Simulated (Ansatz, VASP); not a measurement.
W in VASP and in Ansatz

```
CELL_PARAMETERS angstrom
-1.59629 1.59629 1.59629
1.59629 -1.59629 1.59629
1.59629 1.59629 -1.59629
ATOMIC_POSITIONS crystal
W 0.00000 0.00000 0.00000
```

Alike in both runs: task single point; functional PBE; k mesh 13 × 13 × 13; no spin polarisation.

```csv
,VASP,Ansatz
version,VASP 6.6.1,Ansatz 0.2.0
potentials or method,"VASP PAW PBE potentials, release 64 (W_sv), cutoff 520 eV","plane waves, PAW"
occupations,"fermi-dirac, width 0.1 eV",fermi-dirac
valence electrons in the cell,14,14
```

```csv
,VASP,Ansatz,Ansatz less VASP
pressure (GPa),-2.2,-2.7,-0.49
```

Spin-orbit coupling is off throughout.
